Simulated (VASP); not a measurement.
Write the native input for VASP 6.6.1 that does the following.

```
Task                   : single point
Functional             : PBE
Potentials or basis    : VASP PAW PBE potentials, release 64 (Mn_pv, Hg)
Cutoff                 : 520 eV
k mesh                 : 10 × 10 × 10
Occupations            : fermi-dirac, width 0.05 eV
Spin                   : collinear spin, ferromagnetic start
Starting moments       : [4.0, 0.0] μB
Dipole correction      : no
Further INCAR settings : ALGO = Normal; EDIFF = 1e-06; NBANDS = 24
```

The structure of MnHg lies in POSCAR:

```
MnHg
1.0
    3.2322604184      0.0000000000      0.0000000000
    0.0000000000      3.2322604184      0.0000000000
    0.0000000000      0.0000000000      3.2568366077
Mn Hg
1 1
Direct
    0.5000000000      0.5000000000      0.5000000000
    0.0000000000      0.0000000000      0.0000000000
```

This cell differs from its parent crystal: volume scaled by 0.95.

The input as run:

INCAR

```
SYSTEM = MnHg
  PREC = Accurate
  ENCUT = 520
  EDIFF = 1E-6
  ISMEAR = -1
  SIGMA = 0.05
  LREAL = .FALSE.
  LASPH = .TRUE.
  NELM = 150
  ALGO = Normal
  ISIF = 2
  LWAVE = .FALSE.
  LCHARG = .FALSE.
  ISPIN = 2
  MAGMOM = 4 0
  LORBIT = 11
  LMAXMIX = 4
  GGA = PE
  NBANDS = 24
```

KPOINTS

```
Automatic mesh
0
G
  10 10 10
  0 0 0
```

Potentials or basis: VASP PAW PBE potentials, release 64 (Mn_pv, Hg).

Run with:

```console
$ cat potpaw_PBE.64/Mn_pv/POTCAR potpaw_PBE.64/Hg/POTCAR > POTCAR
$ mpirun -np 1 vasp_std > vasp.out
```

Results of the run:

| Property | Result |
| --- | --- |
| Pressure | 7.4 GPa |
| Net moment | 3.78 μB per cell |
| Site moments | Mn +3.70; Hg -0.05 μB |
| Valence electrons inside the program's atomic spheres | Mn 11.47; Hg 10.65 |

Wall time 76 s on 1 thread of Intel Xeon 6975P-C, on a shared host, peak memory 0.27 GiB.
